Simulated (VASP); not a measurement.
Wanted: the native input for a VASP 6.6.1 run.

* Task: single point
* Functional: LDA
* Potentials or basis: VASP PAW LDA potentials, release 64 (Al, N)
* Cutoff: 520 eV
* k mesh: 8 × 6 × 4
* Occupations: gaussian, width 0.05 eV
* Spin: no spin polarisation
* Dipole correction: no
* Further INCAR settings: ALGO = Normal; EDIFF = 1e-06; NBANDS = 26

The structure of AlN lies in POSCAR:

```
AlN
1.0
   -1.6378403119      2.8368226349      0.0000000000
    0.0000000000      0.0000000000      4.1006264518
    4.9135209358      2.8368226349      0.0000000000
Al N
4 4
Direct
    0.3688673746      0.7500000000      0.1229557916
    1.0000000000      0.7500000000      0.6666666667
    0.0000000000      0.2500000000      0.3333333333
    0.5000000000      0.2500000000      0.8333333333
    0.5000000000      0.2500000000      0.1666666667
    1.0000000000      0.2500000000      0.6666666667
    0.0000000000      0.7500000000      0.3333333333
    0.5000000000      0.7500000000      0.8333333333
```

This cell differs from its parent crystal: atom 1 (Al) moved by +0.000 Å along [1 0 0] and -0.496 Å along [1 2 0].

One way to write it, as run:

INCAR

```
  PREC = Accurate
  ENCUT = 520
  EDIFF = 1E-6
  ISMEAR = 0
  SIGMA = 0.05
  LREAL = False
  LASPH = True
  NELM = 80
  ALGO = Normal
  ISIF = 2
  LWAVE = False
  LCHARG = True
  GGA = CA
  LELF = True
  LVHAR = True
  NBANDS = 26
```

KPOINTS

```
Automatic mesh
0
Gamma
  8 6 4
```

Potentials or basis: VASP PAW LDA potentials, release 64 (Al, N).

Command:

```sh
$ cat potpaw_LDA.64/Al/POTCAR potpaw_LDA.64/N/POTCAR > POTCAR
$ mpirun -np 1 vasp_std > vasp.out
```

It gave:

| Item | Value |
| --- | --- |
| Pressure | 7.3 GPa |
| Largest force | 5.607 eV/Å |
| Band gap on the k mesh | 2.76 eV |

Caveat: the cell differs from its parent crystal (atom 1 (Al) moved by +0.000 Å along [1 0 0] and -0.496 Å along [1 2 0]); the stress differs along the axes, from -1 to 22 GPa; forces of over 1 eV/Å act on the atoms, so gaps and moduli don't describe the material at rest.

Run time: 54 s on 1 thread of AMD EPYC 9R45 96-Core Processor (Zen 5), on a shared host, peak memory 0.19 GiB.
